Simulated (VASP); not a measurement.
A run of VASP 6.6.1 is set up as follows.

File INCAR:

```
SYSTEM = AlNi
  PREC = Accurate
  ENCUT = 520
  EDIFF = 1E-7
  ISMEAR = 0
  SIGMA = 0.15
  LREAL = .False.
  LASPH = .True.
  NELM = 80
  ALGO = Normal
  ISIF = 2
  LWAVE = .False.
  LCHARG = .False.
  GGA = PE
  NBANDS = 14
```

File KPOINTS:

```
regular mesh
0
Gamma
  16 16 16
  0 0 0
```

File POSCAR:

```
AlNi
1.0
    2.9650418750      0.0000000000      0.0000000000
    0.0000000000      2.9650418750      0.0000000000
    0.0000000000      0.0000000000      2.9650418750
Al Ni
1 1
Direct
    0.0000000000      0.0000000000     -0.0069138990
    0.5000000000      0.5000000000      0.5031783409
```

Potentials or basis: VASP PAW PBE potentials, release 64 (Al, Ni).

Run with:

```console
$ cat potpaw_PBE.64/Al/POTCAR potpaw_PBE.64/Ni/POTCAR > POTCAR
$ mpirun -np 1 vasp_std > vasp.out
```

Task: Estimate the largest force.

Result: 0.124 eV/Å.

Task: Predict the pressure.

Result: -9.9 GPa.

Forces in eV/Å, atoms in the order of the input:
```
Al   0.000  0.000  0.124
Ni   0.000  0.000 -0.124
```

Spin polarisation is off, so any magnetic state and its effect on volume and gap are missing.
